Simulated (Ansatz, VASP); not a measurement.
## One calculation of CdS, two programs

File INCAR:

```
SYSTEM = CdS
PREC = Accurate
ENCUT = 520
EDIFF = 1E-6
ISMEAR = 0
SIGMA = 0.02
LREAL = .False.
LASPH = .True.
NELM = 150
ALGO = Normal
ISIF = 2
LWAVE = .False.
LCHARG = .True.
MAGMOM = 0 0 0 0 0 0 0 0 0 0 0 0
LORBIT = 11
LSORBIT = .True.
GGA_COMPAT = .False.
LORBMOM = .True.
GGA = PE
LVHAR = .True.
NBANDS = 50
```

Contents of KPOINTS:

```
regular mesh
0
Gamma
  9 9 4
  0 0 0
```

Contents of POSCAR:

```
CdS
1.0
    4.1965610361      0.0000000000      0.0000000000
   -2.0982805180      3.6343284658      0.0000000000
    0.0000000000      0.0000000000      6.8288413438
Cd S
2 2
Direct
    0.3333333333      0.6666666667     -0.0007922000
    0.6666666667      0.3333333333      0.4992078000
    0.3333333333      0.6666666667      0.3757922000
    0.6666666667      0.3333333333      0.8757922000
```

Input for Ansatz:

```yaml
crystal:
  lattice:
    - [4.1965610361, 0.0, 0.0]
    - [-2.098280518, 3.6343284658, 0.0]
    - [0.0, 0.0, 6.8288413438]
  atoms:
    - { symbol: Cd, position: [0.3333333333, 0.6666666667, -0.0007922] }
    - { symbol: Cd, position: [0.6666666667, 0.3333333333, 0.4992078] }
    - { symbol: S, position: [0.3333333333, 0.6666666667, 0.3757922] }
    - { symbol: S, position: [0.6666666667, 0.3333333333, 0.8757922] }
basis:
  ecutwfc: 420
kpoints:
  mp_grid: { grid: [9, 9, 4] }
  band_path: { path: [VBM, CBM], npoints: 2 }
hamiltonian:
  xc: pbe
scf:
  occupations: { method: gaussian, width: 0.02 }
output:
  forces: false
  stress: false
  eigenvalues: true
magnetization:
  noncollinear: true
  spin_orbit: true
checkpoint:
  read: start.run
  write: ck
  compress: false
  write_wavefunctions: false
  write_every: 100000
```

Alike in both runs: task single point; functional PBE; k mesh 9 × 9 × 4; occupations gaussian, width 0.02 eV; non-collinear spin, spin-orbit coupling.

|  | VASP | Ansatz |
| --- | --- | --- |
| version | VASP 6.6.1 | Ansatz 0.2.0 |
| potentials or method | VASP PAW PBE potentials, release 64 (Cd, S), cutoff 520 eV | plane waves, PAW |
| valence electrons in the cell | 36 | 52 |

```csv
,VASP,Ansatz,Ansatz less VASP
net moment per atom (μB),0.00,0.00,0.000
```

VASP's potentials hold 36 valence electrons a cell and Ansatz's 52, so a difference there can come from the potentials and not from the codes.
